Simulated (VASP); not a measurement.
# SiC2 (P6_3/mmc) in VASP: a series of runs

SiC2 is run at these levels: PBE; tasks: single point, relaxation of cell and atoms.

All numbers are computed with VASP 6.6.1; they aren't measurements. Logs are shortened: lines on timing, memory, paths and dates and some standing lists are left out, and cuts for length are marked.

### Step 1. The cell of the first run

The structure is hexagonal, space group P6_3/mmc (No. 194). The conventional cell has a = 2.688 Å, b = 2.688 Å, c = 13.051 Å, α = 90.00°, β = 90.00°, γ = 120.00°. Si (site symmetry -6m2) has 6 C at 2.67 Å and 6 Si at 2.69 Å within 3.5 Å. C (site symmetry 3m) has 9 C at 2.67 to 2.69 Å and 3 Si at 2.67 Å within 3.5 Å.

### Step 2. Single point, PBE, collinear spin, ferromagnetic start

INCAR reads:

```
PREC = Accurate ; ENCUT = 520
EDIFF = 1E-6 ; ISMEAR = 0
SIGMA = 0.1 ; LREAL = False
LASPH = True ; NELM = 150
ALGO = Normal ; ISIF = 2
LWAVE = False ; LCHARG = True
ISPIN = 2 ; MAGMOM = 0 0 1 1 1 1
LORBIT = 11 ; GGA = PE
LELF = True ; LVHAR = True
NBANDS = 25
```

KPOINTS reads:

```
regular mesh
0
Gamma
  6 6 2
```

POSCAR reads:

```
SiC2
1.0
    2.6876933300      0.0000000000      0.0000000000
   -1.3438466600      2.3276107000      0.0000000000
    0.0000000000      0.0000000000     13.0514391000
Si C
2 4
Direct
    0.3333333300      0.6666666700      0.2500000000
    0.6666666700      0.3333333300      0.7500000000
    0.3333333300      0.6666666700      0.9166666700
    0.3333333300      0.6666666700      0.5833333300
    0.6666666700      0.3333333300      0.0833333300
    0.6666666700      0.3333333300      0.4166666700
```

Potentials or basis: VASP PAW PBE potentials, release 64 (Si, C).

Run with:

```console
cat potpaw_PBE.64/Si/POTCAR potpaw_PBE.64/C/POTCAR > POTCAR
mpirun -np 1 vasp_std > vasp.out
```

OUTCAR:

```text
PREC = Accurate
   ENCUT = 520
   EDIFF = 1E-6
   ISMEAR = 0
   LREAL = False
   LASPH = True
   NELM = 150
   ISIF = 2
   ISPIN = 2
   LORBIT = 11
   GGA = PE

 ion  position               nearest neighbor table
   1  0.333  0.667  0.250-
   2  0.667  0.333  0.750-
   3  0.333  0.667  0.917-
   4  0.333  0.667  0.583-
   5  0.667  0.333  0.083-
   6  0.667  0.333  0.417-

  LATTYP: Found a hexagonal cell.
 ALAT       =     2.6876933300
 C/A-ratio  =     4.8560001077

  Lattice vectors:

 A1 = (   2.6876933300,   0.0000000000,   0.0000000000)
 A2 = (  -1.3438466600,   2.3276107000,   0.0000000000)
 A3 = (   0.0000000000,   0.0000000000,  13.0514391000)

Analysis of symmetry for initial positions (statically):
=====================================================================
 Subroutine PRICEL returns:
 Original cell was already a primitive cell.

 Routine SETGRP: Setting up the symmetry group for a
 hexagonal supercell.

 Subroutine GETGRP returns: Found 24 space group operations
 (whereof 12 operations were pure point group operations)
 out of a pool of 24 trial point group operations.

The static configuration has the point symmetry D_3d.
 The point group associated with its full space group is D_6h.

Analysis of symmetry for dynamics (positions and initial velocities):
=====================================================================
 Subroutine PRICEL returns:
 Original cell was already a primitive cell.

 Routine SETGRP: Setting up the symmetry group for a
 hexagonal supercell.

 Subroutine GETGRP returns: Found 24 space group operations
 (whereof 12 operations were pure point group operations)
 out of a pool of 24 trial point group operations.

The dynamic configuration has the point symmetry D_3d.
 The point group associated with its full space group is D_6h.

Analysis of structural, dynamic, and magnetic symmetry:
=====================================================================
 Subroutine PRICEL returns:
 Original cell was already a primitive cell.

 Routine SETGRP: Setting up the symmetry group for a
 hexagonal supercell.

 Subroutine GETGRP returns: Found 24 space group operations
 (whereof 12 operations were pure point group operations)
 out of a pool of 24 trial point group operations.

The overall configuration has the point symmetry D_3d.
[... 128 lines left out ...]
 spin polarized calculation
 Gauss-broadening in eV      SIGMA  =   0.10
  energy-cutoff  :      520.00
  volume of cell :       81.65
 maximum number of plane-waves:      2238
 NGX is ok and might be reduce to    20
   NGX =  9   NGY =  9   NGZ = 49

 number of electron      24.0000000 magnetization      -0.0066041

 number of electron      24.0000000 magnetization       0.0070262

 Free energy of the ion-electron system (eV)
  ---------------------------------------------------
  ext. energy  EPLUGINS =         0.00000000
  ---------------------------------------------------
  free energy    TOTEN  =       -26.02668340 eV

  energy without entropy =      -26.00158107  energy(sigma->0) =      -26.01413223

 E-fermi :   4.5339     XC(G=0): -10.4269

 val. band max:        4.4991293286   @ k =   0.3333   0.1667   0.0000
 cond. band min:       4.5766119119   @ k =   0.3333   0.1667   0.0000
 fundamental gap:      0.0774825833
 Fermi energy:         4.5339477832

 spin component 1

 k-point     1 :       0.0000    0.0000    0.0000
  band No.  band energies     occupation
      1      -8.8781      1.00000
      2      -8.4386      1.00000
      3      -7.7185      1.00000
      4      -6.2595      1.00000
      5      -5.4134      1.00000
      6      -3.4051      1.00000
[... 367 lines left out ...]
     23      10.0399      0.00000
     24      10.0399      0.00000
 Fermi energy:         4.5339477832

 spin component 2

 k-point     1 :       0.0000    0.0000    0.0000
  band No.  band energies     occupation
      1      -8.8767      1.00000
      2      -8.4372      1.00000
      3      -7.7170      1.00000
      4      -6.2578      1.00000
      5      -5.4122      1.00000
      6      -3.4035      1.00000
[... 367 lines left out ...]
     23      10.0412      0.00000
     24      10.0412      0.00000
 [bands above 24 left out]

------------------------ aborting loop because EDIFF is reached ----------------------------------------

  FORCE on cell =-STRESS in cart. coord.  units (eV):
  Direction    XX          YY          ZZ          XY          YZ          ZX
  --------------------------------------------------------------------------------------
  -------------------------------------------------------------------------------------
  Total       -8.4812621     -8.4812621    -16.4870471     -0.0000000      0.0000000     -0.0000000
  in kB     -166.4265481   -166.4265479   -323.5228807     -0.0000004      0.0000000     -0.0000000
  external PRESSURE =    -218.7919922 kB  Pullay stress =       0.0000000 kB

 VOLUME and BASIS-vectors are now :
 -----------------------------------------------------------------------------
  energy-cutoff  :      520.00
  volume of cell :       81.65
      direct lattice vectors                 reciprocal lattice vectors
     2.687693330  0.000000000  0.000000000     0.372066258  0.214812554  0.000000000
    -1.343846660  2.327610700  0.000000000     0.000000000  0.429625109  0.000000000
     0.000000000  0.000000000 13.051439100     0.000000000  0.000000000  0.076619903

 POSITION                                       TOTAL-FORCE (eV/Angst)
 -----------------------------------------------------------------------------------
     -0.00000      1.55174      3.26286         0.000000     -0.000000     -0.000000
      1.34385      0.77587      9.78858        -0.000000      0.000000     -0.000000
     -0.00000      1.55174     11.96382        -0.000000     -0.000000      0.118772
     -0.00000      1.55174      7.61334         0.000000      0.000000     -0.118772
      1.34385      0.77587      1.08762         0.000000     -0.000000     -0.118772
      1.34385      0.77587      5.43810        -0.000000      0.000000      0.118772
 -----------------------------------------------------------------------------------
    total drift:                               -0.000003      0.000002      0.000000

  FREE ENERGIE OF THE ION-ELECTRON SYSTEM (eV)
  ---------------------------------------------------
  free  energy   TOTEN  =       -26.0266833987 eV

  energy  without entropy=      -26.0015810683  energy(sigma->0) =      -26.01413223

 total charge

# of ion       s       p       d       tot
------------------------------------------
    1        0.843   0.627   0.000   1.470
    2        0.843   0.627   0.000   1.470
    3        1.060   0.912   0.000   1.973
    4        1.060   0.912   0.000   1.973
    5        1.060   0.912   0.000   1.973
    6        1.060   0.912   0.000   1.973
--------------------------------------------------
tot          5.927   4.904   0.000  10.831

 magnetization (x)

# of ion       s       p       d       tot
------------------------------------------
    1        0.000   0.000   0.000   0.000
    2        0.000   0.000   0.000   0.000
    3        0.000   0.000   0.000   0.000
    4        0.000   0.000   0.000   0.000
    5        0.000   0.000   0.000   0.000
    6        0.000   0.000   0.000   0.000
--------------------------------------------------
tot          0.000   0.002   0.000   0.002
```

Run time: 51 s. Hardware: 1 thread of Intel Xeon Platinum 8259CL at 2.50GHz (Skylake/Cascade Lake), shared host; peak memory 0.23 GiB.

What came out:

```yaml
Free_energy: -26.0267 eV
Pressure: -21.9 GPa
Largest_force: 0.119 eV/Å
Band_gap_on_the_k_mesh: zero (filled and empty bands overlap)
Net_moment: 0.01 μB per cell
Valence_electrons_inside_the_program's_atomic_spheres: Si 1.47; C 1.97
```

Forces on the atoms (eV/Å):
```
Si   0.000  0.000  0.000
Si   0.000  0.000  0.000
C    0.000  0.000  0.119
C    0.000  0.000 -0.119
C    0.000  0.000 -0.119
C    0.000  0.000  0.119
```

Caveat: the k points lie up to 0.45 Å⁻¹ apart.

### Step 3. Single point, PBE

This run uses another cell than the first one, of 8.43 Å³/atom, 0.620 times its volume.

INCAR reads:

```
ALGO     = Normal         # electronic algorithm
EDIFF    = 1E-6           # SCF threshold, eV
ENCUT    = 520            # plane-wave cutoff, eV
GGA      = PE             # functional
ISIF     = 2              # what is computed and relaxed
ISMEAR   = 0              # smearing method
LASPH    = T              # aspherical terms in the spheres
LCHARG   = T              # write CHGCAR
LELF     = T              # ELF
LREAL    = F              # projectors in reciprocal space
LVHAR    = T            
LWAVE    = F              # write WAVECAR
NBANDS   = 21             # bands
NELM     = 60             # most SCF steps
PREC     = Accurate       # precision mode
SIGMA    = 0.1            # smearing width, eV
```

KPOINTS reads:

```
k-points
0
Gamma
  6 6 2
```

POSCAR reads:

```
SiC2
1.0
    2.5597107718     -0.0000000027      0.0000000000
   -1.2798553835      2.2167745561      0.0000000000
    0.0000000000      0.0000000000      8.9153470245
Si C
2 4
Direct
    0.3333333333      0.6666666667      0.2500000000
    0.6666666667      0.3333333333      0.7500000000
    0.3333333333      0.6666666667      1.0238893972
    0.3333333333      0.6666666667      0.4761106028
    0.6666666667      0.3333333333     -0.0238893972
    0.6666666667      0.3333333333      0.5238893972
```

Potentials or basis: VASP PAW PBE potentials, release 64 (Si, C).

Run with:

```console
cat potpaw_PBE.64/Si/POTCAR potpaw_PBE.64/C/POTCAR > POTCAR
mpirun -np 1 vasp_std > vasp.out
```

Run time: 11 s. Hardware: 1 thread of AMD EPYC 7R13 (Zen 3), shared host; peak memory 0.13 GiB.

It converged, with:

```
Free energy            : -45.4806 eV
Pressure               : 0.2 GPa
Largest force          : 0.012 eV/Å
Band gap on the k mesh : zero (band 12 reaches 14.24 eV, above the bottom of band 13 at 7.72 eV)
```

Forces in eV/Å, atoms in the order of the input:
```
Si   0.000  0.000  0.000
Si   0.000  0.000  0.000
C    0.000  0.000  0.012
C    0.000  0.000 -0.012
C    0.000  0.000 -0.012
C    0.000  0.000  0.012
```

Stress tensor (GPa, compression positive):
```
0.24 0.00 0.00
0.00 0.24 0.00
0.00 0.00 0.11
```

Levels at points of the mesh, in eV from the Fermi level:
| k point | band 8 | band 9 | band 10 | band 11 | band 12 | band 13 | band 14 | band 15 | band 16 | band 17 |
| --- | --- | --- | --- | --- | --- | --- | --- | --- | --- | --- |
| (0.00, 0.00, 0.00) | -2.63 | -2.63 | -2.61 | -2.61 | 3.70 | 6.18 | 6.18 | 6.20 | 6.35 | 6.35 |
| (0.50, 0.00, 0.00) | -5.76 | -5.73 | -5.02 | -4.97 | -3.45 | 0.74 | 1.61 | 4.44 | 5.01 | 5.05 |
| (0.00, 0.00, 0.50) | -2.62 | -2.62 | -2.62 | 0.63 | 0.63 | 6.26 | 6.26 | 6.26 | 6.26 | 7.73 |
| (0.50, 0.00, 0.50) | -6.19 | -5.74 | -5.74 | -3.32 | -3.32 | 0.52 | 0.52 | 5.19 | 5.19 | 5.71 |

Caveat: the k points lie up to 0.47 Å⁻¹ apart.

### Step 4. Single point, PBE

INCAR reads:

```
ALGO = Normal ; EDIFF = 1E-7
ENCUT = 520 ; GGA = PE
ISIF = 2 ; ISMEAR = 0
LASPH = T ; LCHARG = F
LREAL = F ; LWAVE = F
NBANDS = 21 ; NELM = 60
PREC = Accurate ; SIGMA = 0.1
```

KPOINTS is that of step 3.

POSCAR reads:

```
SiC2
1.0
    2.6876933300      0.0000000000      0.0000000000
   -1.3438466600      2.3276107000      0.0000000000
    0.0000000000      0.0000000000     13.0514391000
Si C
2 4
Direct
    0.3333333300      0.6666666700      0.2500000000
    0.6666666700      0.3333333300      0.7500000000
    0.3333333300      0.6666666700      0.9166666700
    0.3333333300      0.6666666700      0.5833333300
    0.6666666700      0.3333333300      0.0833333300
    0.6666666700      0.3333333300      0.4166666700
```

Potentials or basis: VASP PAW PBE potentials, release 64 (Si, C).

Run with:

```console
cat potpaw_PBE.64/Si/POTCAR potpaw_PBE.64/C/POTCAR > POTCAR
mpirun -np 1 vasp_std > vasp.out
```

OUTCAR:

```text
EDIFF = 1E-7
   ENCUT = 520
   GGA = PE
   ISIF = 2
   ISMEAR = 0
   LASPH = T
   LREAL = F
   NELM = 60
   PREC = Accurate

 ion  position               nearest neighbor table
   1  0.333  0.667  0.250-
   2  0.667  0.333  0.750-
   3  0.333  0.667  0.917-
   4  0.333  0.667  0.583-
   5  0.667  0.333  0.083-
   6  0.667  0.333  0.417-

  LATTYP: Found a hexagonal cell.
 ALAT       =     2.6876933300
 C/A-ratio  =     4.8560001077

  Lattice vectors:

 A1 = (   2.6876933300,   0.0000000000,   0.0000000000)
 A2 = (  -1.3438466600,   2.3276107000,   0.0000000000)
 A3 = (   0.0000000000,   0.0000000000,  13.0514391000)

Analysis of symmetry for initial positions (statically):
=====================================================================
 Subroutine PRICEL returns:
 Original cell was already a primitive cell.
[... 166 lines left out ...]
  free energy    TOTEN  =       -26.02668373 eV

  energy without entropy =      -26.00157817  energy(sigma->0) =      -26.01413095

 E-fermi :   4.5339     XC(G=0): -10.4268

 val. band max:        4.4984126563   @ k =   0.3333   0.1667   0.0000
 cond. band min:       4.5773754511   @ k =   0.3333   0.1667   0.0000
 fundamental gap:      0.0789627948
 Fermi energy:         4.5339459301

 k-point     1 :       0.0000    0.0000    0.0000
  band No.  band energies     occupation
      1      -8.8774      2.00000
      2      -8.4378      2.00000
      3      -7.7178      2.00000
      4      -6.2586      2.00000
      5      -5.4128      2.00000
      6      -3.4043      2.00000
[... 325 lines left out ...]
     20       6.0171      0.00000
     21       7.1640      0.00000

------------------------ aborting loop because EDIFF is reached ----------------------------------------

  FORCE on cell =-STRESS in cart. coord.  units (eV):
  Direction    XX          YY          ZZ          XY          YZ          ZX
  --------------------------------------------------------------------------------------
  -------------------------------------------------------------------------------------
  Total       -8.4814901     -8.4814901    -16.4890047     -0.0000000      0.0000000     -0.0000000
  in kB     -166.4310234   -166.4310232   -323.5612952     -0.0000004      0.0000000     -0.0000000
  external PRESSURE =    -218.8077806 kB  Pullay stress =       0.0000000 kB

 VOLUME and BASIS-vectors are now :
 -----------------------------------------------------------------------------
  energy-cutoff  :      520.00
  volume of cell :       81.65
      direct lattice vectors                 reciprocal lattice vectors
     2.687693330  0.000000000  0.000000000     0.372066258  0.214812554  0.000000000
    -1.343846660  2.327610700  0.000000000     0.000000000  0.429625109  0.000000000
     0.000000000  0.000000000 13.051439100     0.000000000  0.000000000  0.076619903

 POSITION                                       TOTAL-FORCE (eV/Angst)
 -----------------------------------------------------------------------------------
     -0.00000      1.55174      3.26286         0.000000      0.000000      0.000000
      1.34385      0.77587      9.78858         0.000000     -0.000000      0.000000
     -0.00000      1.55174     11.96382         0.000000     -0.000000      0.118816
     -0.00000      1.55174      7.61334         0.000000     -0.000000     -0.118816
      1.34385      0.77587      1.08762        -0.000000      0.000000     -0.118816
      1.34385      0.77587      5.43810        -0.000000      0.000000      0.118816
 -----------------------------------------------------------------------------------
    total drift:                               -0.000003      0.000002      0.000000

  FREE ENERGIE OF THE ION-ELECTRON SYSTEM (eV)
  ---------------------------------------------------
  free  energy   TOTEN  =       -26.0266837302 eV

  energy  without entropy=      -26.0015781658  energy(sigma->0) =      -26.01413095
```

Wall time 18 s (1 thread of AMD EPYC 7R13 (Zen 3), shared host); peak memory 0.15 GiB.

Results:

| Item | Value |
| --- | --- |
| Free energy | -26.0267 eV |
| Pressure | -21.9 GPa |
| Largest force | 0.119 eV/Å |
| Band gap on the k mesh | zero (band 12 reaches 7.95 eV, above the bottom of band 13 at 2.27 eV) |

Forces on the atoms (eV/Å):
```
Si   0.000  0.000  0.000
Si   0.000  0.000  0.000
C    0.000  0.000  0.119
C    0.000  0.000 -0.119
C    0.000  0.000 -0.119
C    0.000  0.000  0.119
```

Caveat: the k points lie up to 0.45 Å⁻¹ apart.

[end of part 1 of 2]
